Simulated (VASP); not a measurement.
Crystal: SiC.

```
Si C
1.0
    -0.03400    2.18761    2.18761
     2.18761   -0.03400    2.18761
     2.18761    2.18761   -0.03400
Si C
1 1
Cartesian
  -0.0027 -0.0027 -0.0027
  1.0880 1.0880 1.0880
```

This cell differs from its parent crystal: epitaxial 111 strain +2.0%.

Base run:

```yaml
Program: VASP 6.6.1
Functional: PBE
Potentials_or_basis: VASP PAW PBE potentials, release 64 (Si, C)
Cutoff: 520 eV
k_mesh: 10 × 10 × 10
Occupations: fermi-dirac, width 0.02 eV
Spin: no spin polarisation
```

Its results: band gap on the k mesh 1.25 eV (least direct gap 4.36 eV); pressure -4.0 GPa.

Question: The run is repeated on the same cell with these changes: functional from PBE to r2SCAN; occupations from fermi-dirac, width 0.02 eV to gaussian, width 0.01 eV. What comes out?

Answer: Band gap on the k mesh 1.60 eV (least direct gap 4.86 eV); pressure -7.7 GPa.

Caveats: the cell stands under tension; the PAW data sets were made with another functional, which shifts forces and pressure a little (at least some runs).

A k mesh can miss the band edges.
